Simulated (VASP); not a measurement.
A run of VASP 6.6.1 is set up as follows.

Contents of INCAR:

```
PREC = Accurate ; ENCUT = 520
EDIFF = 1E-6 ; ISMEAR = -1
SIGMA = 0.02 ; LREAL = False
LASPH = True ; NELM = 100
ALGO = Normal ; ISIF = 2
LWAVE = False ; LCHARG = False
GGA = PE ; NBANDS = 26
```

KPOINTS

```
regular mesh
0
Gamma
  12 12 4
```

File POSCAR:

```
BN
1.0
    2.5479976490      0.0000000000      0.0000000000
   -1.2739988245      2.2066306928      0.0000000000
    0.0000000000      0.0000000000      8.3753608011
B N
4 4
Direct
    0.0000000000      0.0000000000      0.0003894352
    0.3333333333      0.6666666667      0.2496892000
    0.0000000000      0.0000000000      0.5003894352
    0.6666666667      0.3333333333      0.7496892000
    0.0000000000      0.0000000000      0.1869898325
    0.3333333333      0.6666666667      0.4379315323
    0.0000000000      0.0000000000      0.6869898325
    0.6666666667      0.3333333333      0.9379315323
```

Potentials or basis: VASP PAW PBE potentials, release 64 (B, N).

Launch:

```sh
$ cat potpaw_PBE.64/B/POTCAR potpaw_PBE.64/N/POTCAR > POTCAR
$ mpirun -np 1 vasp_std > vasp.out
```

Q: Predict the largest force.

A: 0.009 eV/Å.

Q: Estimate the band gap on the k mesh.

A: 5.52 eV (least direct gap 7.55 eV).

Stress tensor (GPa, compression positive):
```
5.00 0.00 0.00
0.00 5.00 0.00
0.00 0.00 4.89
```

Caveat: the cell stands under pressure. A k mesh can miss the band edges.
